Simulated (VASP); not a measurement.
# Mg3CdSe2O2 (P-4m2) in VASP: notebook

The runs below take Mg3CdSe2O2 through single point, relaxation of cell and atoms, with PBE.

Everything below comes from runs of VASP 6.6.1. Logs are shortened: lines on timing, memory, paths and dates and some standing lists are left out, and cuts for length are marked.

### 1 The cell of the first run

Symmetry: P-4m2, No. 115, tetragonal system. The conventional cell has a = 3.903 Å, b = 3.903 Å, c = 9.763 Å, α = 90.00°, β = 90.00°, γ = 90.00°. Within 2.7 Å of Mg (site symmetry -4m2) lie 4 O at 2.05 Å. Within 2.8 Å of Mg (site symmetry 2mm) lie 2 O at 2.14 Å and 2 Se at 2.54 Å. Cd (site symmetry -4m2) has 4 Se at 2.63 Å within 3.5 Å. Within 3.4 Å of Se (site symmetry 2mm) lie 2 Mg at 2.54 Å and 2 Cd at 2.63 Å. O (site symmetry 2mm) has 4 Mg at 2.05 to 2.14 Å within 2.7 Å.

### 2 Single point, PBE

The input, INCAR:

```
PREC = Accurate
ENCUT = 520
EDIFF = 1E-6
ISMEAR = 0
SIGMA = 0.15
LREAL = F
LASPH = T
NELM = 100
ALGO = Normal
ISIF = 2
LWAVE = F
LCHARG = F
GGA = PE
NBANDS = 31
```

The input, KPOINTS:

```
Automatic mesh
0
Gamma
  3 3 2
```

The input, POSCAR:

```
Mg3CdSe2O2
1.0
    3.9028484315      0.0000000000      0.0000000000
    0.0000000000      3.9028484315      0.0000000000
    0.0000000000      0.0000000000      9.7631618338
Mg Cd Se O
3 1 2 2
Direct
    0.0000000000      0.0000000000      0.0000000000
    0.5000000000      0.5000000000      0.8472782852
    0.5000000000      0.5000000000      0.1527217148
    0.0000000000      0.0000000000      0.5000000000
    0.5000000000      0.0000000000      0.6806341229
    0.0000000000      0.5000000000      0.3193658771
    0.5000000000      0.0000000000      0.0626478644
    0.0000000000      0.5000000000      0.9373521356
```

Potentials or basis: VASP PAW PBE potentials, release 64 (Mg, Cd, Se, O).

On the command line:

```sh
$ cat potpaw_PBE.64/Mg/POTCAR potpaw_PBE.64/Cd/POTCAR potpaw_PBE.64/Se/POTCAR potpaw_PBE.64/O/POTCAR > POTCAR
$ mpirun -np 1 vasp_std > vasp.out
```

OUTCAR:

```text
PREC = Accurate
   ENCUT = 520
   EDIFF = 1E-6
   ISMEAR = 0
   LREAL = F
   LASPH = T
   NELM = 100
   ISIF = 2
   GGA = PE

 ion  position               nearest neighbor table
   1  0.000  0.000  0.000-   7 2.05   8 2.05   8 2.05   7 2.05   2 3.14   3 3.14   2 3.14   2 3.14
                             3 3.14   3 3.14   2 3.14   3 3.14
   2  0.500  0.500  0.847-   8 2.14   8 2.14   5 2.54   5 2.54   3 2.98   1 3.14   1 3.14   1 3.14
                             1 3.14
   3  0.500  0.500  0.153-   7 2.14   7 2.14   6 2.54   6 2.54   2 2.98   1 3.14   1 3.14   1 3.14
                             1 3.14
   4  0.000  0.000  0.500-   5 2.63   6 2.63   6 2.63   5 2.63
   5  0.500  0.000  0.681-   2 2.54   2 2.54   4 2.63   4 2.63
   6  0.000  0.500  0.319-   3 2.54   3 2.54   4 2.63   4 2.63
   7  0.500  0.000  0.063-   1 2.05   1 2.05   3 2.14   3 2.14
   8  0.000  0.500  0.937-   1 2.05   1 2.05   2 2.14   2 2.14

  LATTYP: Found a simple tetragonal cell.
 ALAT       =     3.9028484315
 C/A-ratio  =     2.5015477811

  Lattice vectors:

 A1 = (   3.9028484315,   0.0000000000,   0.0000000000)
 A2 = (   0.0000000000,   3.9028484315,   0.0000000000)
 A3 = (   0.0000000000,   0.0000000000,   9.7631618338)

Analysis of symmetry for initial positions (statically):
=====================================================================
 Subroutine PRICEL returns:
 Original cell was already a primitive cell.

 Routine SETGRP: Setting up the symmetry group for a
 simple tetragonal supercell.

 Subroutine GETGRP returns: Found  8 space group operations
 (whereof  8 operations were pure point group operations)
 out of a pool of 16 trial point group operations.

The static configuration has the point symmetry D_2d.

Analysis of symmetry for dynamics (positions and initial velocities):
=====================================================================
 Subroutine PRICEL returns:
 Original cell was already a primitive cell.

 Routine SETGRP: Setting up the symmetry group for a
 simple tetragonal supercell.

 Subroutine GETGRP returns: Found  8 space group operations
 (whereof  8 operations were pure point group operations)
 out of a pool of 16 trial point group operations.

The dynamic configuration has the point symmetry D_2d.

 Subroutine INISYM returns: Found  8 space group operations
 (whereof  8 operations are pure point group operations),
 and found     1 'primitive' translations

[... 94 lines left out ...]
   ISYM   =      2    0-nonsym 1-usesym 2-fastsym
   POTIM  = 0.5000    time-step for ionic-motion
   TEBEG  =    0.0;   TEEND  =   0.0 temperature during run
   PSTRESS=    0.0 pullay stress
   NELECT =      42.0000    total number of electrons
   NUPDOWN=      -1.0000    fix difference up-down
   EMIN   =  10.00;   EMAX   =-10.00  energy-range for DOS
   EFERMI =   0.00;   METHOD = LEGACY
   ISMEAR =     0;   SIGMA  =   0.15  broadening in eV -4-tet -1-fermi 0-gaus
   EFERMI_NEDOS =   21; number of points for ismear=-14 and -15
   IALGO  =     38    algorithm
   IMIX   =      4    mixing-type and parameters
     AMIX     =   0.40;   BMIX     =  1.00
     AMIX_MAG =   1.60;   BMIX_MAG =  1.00
  volume/ion in A,a.u.               =      18.59       125.45
  Fermi-wavevector in a.u.,A,eV,Ry     =   1.074088  2.029733 15.696574  1.153666
  Thomas-Fermi vector in A             =   2.209906
   LORBIT       =      0    0 simple, 1 ext, 2 COOP (PROOUT), +10 PAW based schemes
   GGA     = PE    functional components
   LHFCALC =     F    Hartree Fock is set to
   AEXX    =    0.0000 exact exchange contribution
   IVDW    =     0    specifies the selected vdW correction
   LEPSILON=     F    determine dielectric tensor
   LRPA    =     F    only Hartree local field effects (RPA)
 non-spin polarized calculation
 Gauss-broadening in eV      SIGMA  =   0.15
  energy-cutoff  :      520.00
  volume of cell :      148.71
 maximum number of plane-waves:      4020
 NGX is ok and might be reduce to    30
   NGX = 15   NGY = 15   NGZ = 37

 number of electron      42.0000010 magnetization

 Free energy of the ion-electron system (eV)
  ---------------------------------------------------
  ext. energy  EPLUGINS =         0.00000000
  ---------------------------------------------------
  free energy    TOTEN  =       -35.06825850 eV

  energy without entropy =      -35.06825846  energy(sigma->0) =      -35.06825848

 E-fermi :   2.6275     XC(G=0):  -9.2124

 val. band max:        2.0600974489   @ k =   0.3333   0.0000   0.5000
 cond. band min:       3.1607897017   @ k =   0.0000   0.0000   0.0000
 fundamental gap:      1.1006922528
 Fermi energy:         2.6274563419

 k-point     1 :       0.0000    0.0000    0.0000
  band No.  band energies     occupation
      1     -15.6356      2.00000
      2     -14.8585      2.00000
      3     -10.2242      2.00000
      4      -9.9990      2.00000
      5      -5.7538      2.00000
      6      -5.7237      2.00000
[... 193 lines left out ...]
     30       9.6689      0.00000
     31      10.0337      0.00000

------------------------ aborting loop because EDIFF is reached ----------------------------------------

  FORCE on cell =-STRESS in cart. coord.  units (eV):
  Direction    XX          YY          ZZ          XY          YZ          ZX
  --------------------------------------------------------------------------------------
  -------------------------------------------------------------------------------------
  Total        0.0846681      0.0846681      0.0108197      0.0000000     -0.0000000      0.0000000
  in kB        0.9121718      0.9121718      0.1165664      0.0000000     -0.0000000      0.0000000
  external PRESSURE =       0.6469700 kB  Pullay stress =       0.0000000 kB

 VOLUME and BASIS-vectors are now :
 -----------------------------------------------------------------------------
  energy-cutoff  :      520.00
  volume of cell :      148.71
      direct lattice vectors                 reciprocal lattice vectors
     3.902848431  0.000000000  0.000000000     0.256223119  0.000000000  0.000000000
     0.000000000  3.902848431  0.000000000     0.000000000  0.256223119  0.000000000
     0.000000000  0.000000000  9.763161834     0.000000000  0.000000000  0.102425835

 POSITION                                       TOTAL-FORCE (eV/Angst)
 -----------------------------------------------------------------------------------
      0.00000      0.00000      0.00000        -0.000000     -0.000000     -0.000000
      1.95142      1.95142      8.27212        -0.000000     -0.000000     -0.005272
      1.95142      1.95142      1.49105        -0.000000      0.000000      0.005272
      0.00000      0.00000      4.88158        -0.000000     -0.000000     -0.000000
      1.95142      0.00000      6.64514         0.000000     -0.000000      0.035380
      0.00000      1.95142      3.11802        -0.000000     -0.000000     -0.035380
      1.95142      0.00000      0.61164        -0.000000     -0.000000     -0.021175
      0.00000      1.95142      9.15152        -0.000000     -0.000000      0.021175
 -----------------------------------------------------------------------------------
    total drift:                                0.000000      0.000000      0.000000

  FREE ENERGIE OF THE ION-ELECTRON SYSTEM (eV)
  ---------------------------------------------------
  free  energy   TOTEN  =       -35.0682584954 eV

  energy  without entropy=      -35.0682584640  energy(sigma->0) =      -35.06825848
```

OSZICAR:

```text
N       E                     dE             d eps       ncg     rms          rms(c)
DAV:   1     0.250379703641E+03    0.25038E+03   -0.19127E+04   372   0.119E+03
DAV:   2    -0.173732123801E+02   -0.26775E+03   -0.25476E+03   430   0.264E+02
DAV:   3    -0.401374037572E+02   -0.22764E+02   -0.22624E+02   465   0.779E+01
DAV:   4    -0.403821379347E+02   -0.24473E+00   -0.24459E+00   428   0.879E+00
DAV:   5    -0.403841702991E+02   -0.20324E-02   -0.20322E-02   443   0.772E-01    0.134E+01
DAV:   6    -0.352200303209E+02    0.51641E+01   -0.18737E+01   453   0.318E+01    0.719E+00
DAV:   7    -0.351305728025E+02    0.89458E-01   -0.14835E+00   400   0.678E+00    0.460E+00
DAV:   8    -0.350824384954E+02    0.48134E-01   -0.48276E-01   442   0.424E+00    0.964E-01
DAV:   9    -0.350662546281E+02    0.16184E-01   -0.97820E-02   468   0.185E+00    0.352E-01
DAV:  10    -0.350677417334E+02   -0.14871E-02   -0.16459E-02   400   0.616E-01    0.123E-01
DAV:  11    -0.350679791892E+02   -0.23746E-03   -0.76648E-04   450   0.170E-01    0.641E-02
DAV:  12    -0.350682126167E+02   -0.23343E-03   -0.24267E-04   414   0.792E-02    0.295E-02
DAV:  13    -0.350682560530E+02   -0.43436E-04   -0.78072E-05   422   0.403E-02    0.648E-03
DAV:  14    -0.350682586546E+02   -0.26016E-05   -0.87304E-06   436   0.149E-02    0.379E-03
DAV:  15    -0.350682584954E+02    0.15917E-06   -0.10156E-06   349   0.567E-03
   1 F= -.35068258E+02 E0= -.35068258E+02  d E =-.314558E-07
```

It took 24 s on 1 thread of Intel Xeon 6975P-C (Granite Rapids), shared host; peak memory 0.26 GiB.

What came out:

| Property | Result |
| --- | --- |
| Free energy | -35.0683 eV |
| Pressure | 0.1 GPa |
| Largest force | 0.035 eV/Å |
| Band gap on the k mesh | 1.10 eV, indirect (least direct gap 1.17 eV) |

Forces in eV/Å, atoms in the order of the input:
```
Mg   0.000  0.000  0.000
Mg   0.000  0.000 -0.005
Mg   0.000  0.000  0.005
Cd   0.000  0.000  0.000
Se   0.000  0.000  0.035
Se   0.000  0.000 -0.035
O    0.000  0.000 -0.021
O    0.000  0.000  0.021
```

Stress tensor (GPa, compression positive):
```
0.09 0.00 0.00
0.00 0.09 0.00
0.00 0.00 0.01
```

Levels at points of the mesh, in eV from the valence-band top:
```
           k point  band 17  band 18  band 19  band 20  band 21  band 22  band 23  band 24  band 25  band 26
(0.00, 0.00, 0.00)    -1.04    -0.83    -0.83    -0.07    -0.07     1.10     4.10     4.22     5.12     5.59
(0.00, 0.00, 0.50)    -2.20    -0.83    -0.83    -0.06    -0.06     2.55     2.70     4.42     5.02     5.37
```

Caveat: the k points lie up to 0.54 Å⁻¹ apart. A k mesh can miss the band edges.

### 3 Single point, PBE

This run uses another cell than the first one, of 20.94 Å³/atom, 1.127 times its volume.

The input, INCAR:

```
SYSTEM = Mg3CdSe2O2
PREC = Accurate
ENCUT = 520
EDIFF = 1E-6
ISMEAR = 0
SIGMA = 0.15
LREAL = .False.
LASPH = .True.
NELM = 100
ALGO = Normal
ISIF = 2
LWAVE = .False.
LCHARG = .False.
GGA = PE
NBANDS = 31
```

The input, KPOINTS:

```
regular mesh
0
Gamma
  3 3 2
  0 0 0
```

The input, POSCAR:

```
Mg3CdSe2O2
1.0
    4.1379002480      0.0000000000      0.0000000000
    0.0000000000      4.1379002480      0.0000000000
    0.0000000000      0.0000000000      9.7856522483
Mg Cd Se O
3 1 2 2
Direct
    0.5000000000      0.0000000000     -0.0055024615
    0.0000000000      0.5000000000      1.0055024615
    0.5000000000      0.5000000000      0.5000000000
    0.0000000000      0.0000000000      0.5000000000
    0.5000000000      0.0000000000      0.6673788953
    0.0000000000      0.5000000000      0.3326211047
    0.0000000000      0.0000000000      0.0000000000
    0.5000000000      0.5000000000      0.0000000000
```

Potentials or basis: VASP PAW PBE potentials, release 64 (Mg, Cd, Se, O).

On the command line:

```sh
$ cat potpaw_PBE.64/Mg/POTCAR potpaw_PBE.64/Cd/POTCAR potpaw_PBE.64/Se/POTCAR potpaw_PBE.64/O/POTCAR > POTCAR
$ mpirun -np 1 vasp_std > vasp.out
```

OUTCAR:

```text
SYSTEM = Mg3CdSe2O2
   PREC = Accurate
   ENCUT = 520
   EDIFF = 1E-6
   ISMEAR = 0
   LREAL = .False.
   LASPH = .True.
   NELM = 100
   ISIF = 2
   GGA = PE

 ion  position               nearest neighbor table
   1  0.500  0.000  0.994-   7 2.07   8 2.07   8 2.07   7 2.07   2 2.93   2 2.93   2 2.93   2 2.93
                             5 3.20
   2  0.000  0.500  0.006-   7 2.07   8 2.07   7 2.07   8 2.07   1 2.93   1 2.93   1 2.93   1 2.93
                             6 3.20
   3  0.500  0.500  0.500-   5 2.64   6 2.64   5 2.64   6 2.64   4 2.93   4 2.93   4 2.93   4 2.93

   4  0.000  0.000  0.500-   5 2.64   6 2.64   6 2.64   5 2.64   3 2.93   3 2.93   3 2.93   3 2.93

   5  0.500  0.000  0.667-   3 2.64   4 2.64   3 2.64   4 2.64   1 3.20
   6  0.000  0.500  0.333-   3 2.64   4 2.64   4 2.64   3 2.64   2 3.20
   7  0.000  0.000  0.000-   1 2.07   2 2.07   2 2.07   1 2.07
   8  0.500  0.500  0.000-   1 2.07   2 2.07   1 2.07   2 2.07

  LATTYP: Found a simple tetragonal cell.
 ALAT       =     4.1379002480
 C/A-ratio  =     2.3648835549

  Lattice vectors:

 A1 = (   4.1379002480,   0.0000000000,   0.0000000000)
 A2 = (   0.0000000000,   4.1379002480,   0.0000000000)
 A3 = (   0.0000000000,   0.0000000000,   9.7856522483)

Analysis of symmetry for initial positions (statically):
=====================================================================
 Subroutine PRICEL returns:
 Original cell was already a primitive cell.

 Routine SETGRP: Setting up the symmetry group for a
 simple tetragonal supercell.

 Subroutine GETGRP returns: Found  8 space group operations
 (whereof  8 operations were pure point group operations)
 out of a pool of 16 trial point group operations.

The static configuration has the point symmetry D_2d.

Analysis of symmetry for dynamics (positions and initial velocities):
[... 127 lines left out ...]
  Thomas-Fermi vector in A             =   2.166413
   LORBIT       =      0    0 simple, 1 ext, 2 COOP (PROOUT), +10 PAW based schemes
   GGA     = PE    functional components
   LHFCALC =     F    Hartree Fock is set to
   AEXX    =    0.0000 exact exchange contribution
   IVDW    =     0    specifies the selected vdW correction
   LEPSILON=     F    determine dielectric tensor
   LRPA    =     F    only Hartree local field effects (RPA)
 non-spin polarized calculation
 Gauss-broadening in eV      SIGMA  =   0.15
  energy-cutoff  :      520.00
  volume of cell :      167.55
 maximum number of plane-waves:      4524
 NGX is ok and might be reduce to    32
   NGX = 15   NGY = 15   NGZ = 37

 number of electron      42.0000011 magnetization

 Free energy of the ion-electron system (eV)
  ---------------------------------------------------
  ext. energy  EPLUGINS =         0.00000000
  ---------------------------------------------------
  free energy    TOTEN  =       -33.96846512 eV

  energy without entropy =      -33.96846488  energy(sigma->0) =      -33.96846500

 E-fermi :   1.8718     XC(G=0):  -8.5061

 val. band max:        1.3694669525   @ k =   0.0000   0.0000   0.0000
 cond. band min:       2.3594580266   @ k =   0.0000   0.0000   0.0000
 fundamental gap:      0.9899910741
 Fermi energy:         1.8718072553

 k-point     1 :       0.0000    0.0000    0.0000
  band No.  band energies     occupation
      1     -14.6302      2.00000
      2     -13.6964      2.00000
      3     -12.0620      2.00000
      4     -11.6117      2.00000
      5      -7.7796      2.00000
      6      -7.7796      2.00000
[... 193 lines left out ...]
     30       9.0049      0.00000
     31       9.0694      0.00000

------------------------ aborting loop because EDIFF is reached ----------------------------------------

  FORCE on cell =-STRESS in cart. coord.  units (eV):
  Direction    XX          YY          ZZ          XY          YZ          ZX
  --------------------------------------------------------------------------------------
  -------------------------------------------------------------------------------------
  Total        0.5862323      0.5862323      0.5772707      0.0000000     -0.0000000      0.0000000
  in kB        5.6057082      5.6057082      5.5200152      0.0000000     -0.0000000      0.0000000
  external PRESSURE =       5.5771439 kB  Pullay stress =       0.0000000 kB

 VOLUME and BASIS-vectors are now :
 -----------------------------------------------------------------------------
  energy-cutoff  :      520.00
  volume of cell :      167.55
      direct lattice vectors                 reciprocal lattice vectors
     4.137900248  0.000000000  0.000000000     0.241668465  0.000000000  0.000000000
     0.000000000  4.137900248  0.000000000     0.000000000  0.241668465  0.000000000
     0.000000000  0.000000000  9.785652248     0.000000000  0.000000000  0.102190429

 POSITION                                       TOTAL-FORCE (eV/Angst)
 -----------------------------------------------------------------------------------
      2.06895      0.00000      9.73181        -0.000000     -0.000000      0.014777
      0.00000      2.06895      0.05385        -0.000000     -0.000000     -0.014777
      2.06895      2.06895      4.89283        -0.000000     -0.000000      0.000000
      0.00000      0.00000      4.89283         0.000000     -0.000000      0.000000
      2.06895      0.00000      6.53074        -0.000000     -0.000000      0.020751
      0.00000      2.06895      3.25491        -0.000000      0.000000     -0.020751
      0.00000      0.00000      0.00000        -0.000000     -0.000000      0.000000
      2.06895      2.06895      0.00000        -0.000000      0.000000      0.000000
 -----------------------------------------------------------------------------------
    total drift:                                0.000000     -0.000000     -0.000000

  FREE ENERGIE OF THE ION-ELECTRON SYSTEM (eV)
  ---------------------------------------------------
  free  energy   TOTEN  =       -33.9684651201 eV

  energy  without entropy=      -33.9684648750  energy(sigma->0) =      -33.96846500
```

stdout:

```text
POSCAR found type information on POSCAR MgCdSeO
 POSCAR found :  4 types and       8 ions
 scaLAPACK will be used
 LDA part: xc-table for (Slater+PW92), standard interpolation
 POSCAR, INCAR and KPOINTS ok, starting setup
 FFT: planning ... GRIDC
 FFT: planning ... GRID_SOFT
 FFT: planning ... GRID
 WAVECAR not read
 entering main loop
```

Wall time 25 s (1 thread of Intel Xeon 6975P-C (Granite Rapids), shared host); peak memory 0.27 GiB.

Results:

| Item | Value |
| --- | --- |
| Free energy | -33.9685 eV |
| Pressure | 0.6 GPa |
| Largest force | 0.021 eV/Å |
| Band gap on the k mesh | 0.99 eV, direct |

Forces in eV/Å, atoms in the order of the input:
```
Mg   0.000  0.000  0.015
Mg   0.000  0.000 -0.015
Mg   0.000  0.000  0.000
Cd   0.000  0.000  0.000
Se   0.000  0.000  0.021
Se   0.000  0.000 -0.021
O    0.000  0.000  0.000
O    0.000  0.000  0.000
```

Caveat: the k points lie up to 0.51 Å⁻¹ apart.

[end of part 1 of 2]
